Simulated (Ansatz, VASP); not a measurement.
One calculation of SiO2, two programs

```
CELL_PARAMETERS angstrom
4.23588 0.00000 0.00000
0.00000 4.33457 0.00000
0.00000 0.00000 2.68977
ATOMIC_POSITIONS crystal
Si 0.50000 0.50000 0.50000
Si 0.00000 0.00000 0.00000
O 0.68370 0.70233 0.00000
O 0.18370 0.79767 0.50000
O 0.31630 0.29767 0.00000
O 0.81630 0.20233 0.50000
```

Change from the starting cell: mode 4 frozen in at -0.056 Å, normal strain along y +0.0233.

Alike in both runs: task single point; functional PBE; k mesh 6 × 6 × 8; occupations gaussian, width 0.05 eV; no spin polarisation.

|  | VASP | Ansatz |
| --- | --- | --- |
| version | VASP 6.6.1 | Ansatz 0.2.0 |
| potentials or method | VASP PAW PBE potentials, release 64 (Si, O), cutoff 520 eV | scalar-relativistic, plane waves, PAW |
| valence electrons in the cell | 32 | 32 |

VASP gave:

| Quantity | Value |
| --- | --- |
| gap on the k mesh at the Fermi level (eV) | 4.65 |
| least direct gap on the mesh (eV) | 4.65 |
| pressure (GPa) | -6.0 |
| traceless stress, the component that is largest in VASP (GPa) | -7.70 |
| rms of the force components (eV/Å) | 0.180 |

Q: Which values does Ansatz return?

A: gap on the k mesh at the Fermi level (eV): 4.67; least direct gap on the mesh (eV): 4.67; pressure (GPa): -6.2; traceless stress, the component that is largest in VASP (GPa): -7.47; rms of the force components (eV/Å): 0.187.

Atom by atom the forces differ by 0.010 eV/Å (rms over components).
